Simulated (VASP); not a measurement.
Set up this calculation in VASP 6.6.1, as the native input.

| Quantity | Value |
| --- | --- |
| Task | single point |
| Functional | r2SCAN |
| Potentials or basis | VASP PAW PBE potentials, release 64 (P, Si, Al) |
| Cutoff | 520 eV |
| k mesh | 6 × 6 × 6 |
| Occupations | fermi-dirac, width 0.1 eV |
| Spin | no spin polarisation |
| Dipole correction | no |
| Further INCAR settings | ALGO = Normal; EDIFF = 1e-06; NBANDS = 27 |

AlSiP2:

```xyz
8
Lattice="0.0000 5.2753 0.0000 5.2753 0.0000 0.0000 2.6377 2.6377 -5.2512" Properties=species:S:1:pos:R:3 pbc="T T T"
P     1.3188    4.0238   -1.3128
P     6.6615    6.5941   -3.9384
P     3.9565    1.2515   -1.3128
P     3.8891    3.9565   -3.9384
Si    0.0000    0.0000    0.0000
Si    2.6377    5.2753   -2.6256
Al    5.2753    2.6377   -2.6256
Al    2.6377    2.6377    0.0000
```

These files were run (other wordings do the same):

POSCAR

```
AlSiP2
1.0
    0.0000000000      5.2753098113     -0.0000002622
    5.2753098113      0.0000000000     -0.0000002622
    2.6376546446      2.6376546446     -5.2512219407
P Si Al
4 2 2
Direct
    0.6377642203      0.1250000000      0.2500000000
    0.8750000000      0.8877642203      0.7500000000
    0.1122357797      0.6250000000      0.2500000000
    0.3750000000      0.3622357797      0.7500000000
    0.0000000000      0.0000000000      0.0000000000
    0.7500000000      0.2500000000      0.5000000000
    0.2500000000      0.7500000000      0.5000000000
    0.5000000000      0.5000000000      0.0000000000
```

INCAR.step1

```
SYSTEM = AlSiP2
PREC = Accurate
ENCUT = 520
ISMEAR = -1
SIGMA = 0.1
LREAL = .FALSE.
LASPH = .TRUE.
NELM = 80
NBANDS = 27
GGA = PE
ALGO = Normal
EDIFF = 1E-4
LWAVE = .TRUE.
LCHARG = .FALSE.
```

INCAR.step2

```
SYSTEM = AlSiP2
PREC = Accurate
ENCUT = 520
EDIFF = 1E-6
ISMEAR = -1
SIGMA = 0.1
LREAL = .FALSE.
LASPH = .TRUE.
NELM = 80
ALGO = Normal
ISIF = 2
LWAVE = .FALSE.
LCHARG = .TRUE.
METAGGA = R2SCAN
LMIXTAU = .TRUE.
LELF = .TRUE.
LVHAR = .TRUE.
NBANDS = 27
ISTART = 1
```

KPOINTS

```
Automatic mesh
0
G
  6 6 6
  0 0 0
```

Potentials or basis: VASP PAW PBE potentials, release 64 (P, Si, Al).

Run with:

```sh
$ cat potpaw_PBE.64/P/POTCAR potpaw_PBE.64/Si/POTCAR potpaw_PBE.64/Al/POTCAR > POTCAR
$ cp INCAR.step1 INCAR
$ mpirun -np 1 vasp_std > vasp.out
$ cp INCAR.step2 INCAR
$ mpirun -np 1 vasp_std > vasp.out
```

Results of the run:

```json
{
  "Pressure": "4.6 GPa",
  "Largest force": "0.004 eV/Å",
  "Band gap on the k mesh": "zero (bands 17 and 18 overlap by 1.88 eV)"
}
```

Caveat: the cell stands under pressure; the PAW data sets were made with another functional, which shifts forces and pressure a little.

Run time: 4.9 min on 1 thread of AMD EPYC 7R13 Processor (Zen 3), with other jobs on the host, peak memory 0.31 GiB.
